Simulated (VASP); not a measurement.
Input of a VASP 6.6.1 run:

File INCAR:

```
  PREC = Accurate
  ENCUT = 500
  EDIFF = 1E-6
  ISMEAR = -1
  SIGMA = 0.1
  LREAL = False
  LASPH = True
  NELM = 120
  ALGO = Normal
  ISIF = 2
  LWAVE = False
  LCHARG = False
  GGA = CA
  NBANDS = 10
  GGA_COMPAT = False
```

File KPOINTS:

```
regular mesh
0
Gamma
  16 16 16
```

Contents of POSCAR:

```
Cl
1.0
   -1.5514733853      1.5514733853      1.5514733853
    1.5514733853     -1.5514733853      1.5514733853
    1.5514733853      1.5514733853     -1.5514733853
Cl
1
Direct
    0.0000000000      0.0000000000      0.0000000000
```

Potentials or basis: VASP PAW LDA potentials, release 64 (Cl).

Command:

```sh
$ cat potpaw_LDA.64/Cl/POTCAR > POTCAR
$ mpirun -np 1 vasp_std > vasp.out
```

Question: Estimate the band gap on the k mesh.

Answer: Zero (an odd number of electrons rules out a gap without spin polarisation).

Question: Predict the pressure.

Answer: 18.9 GPa.

Caveat: the cell stands under pressure; an odd number of electrons without spin polarisation forces a metal; a magnetic or distorted state may lie lower.
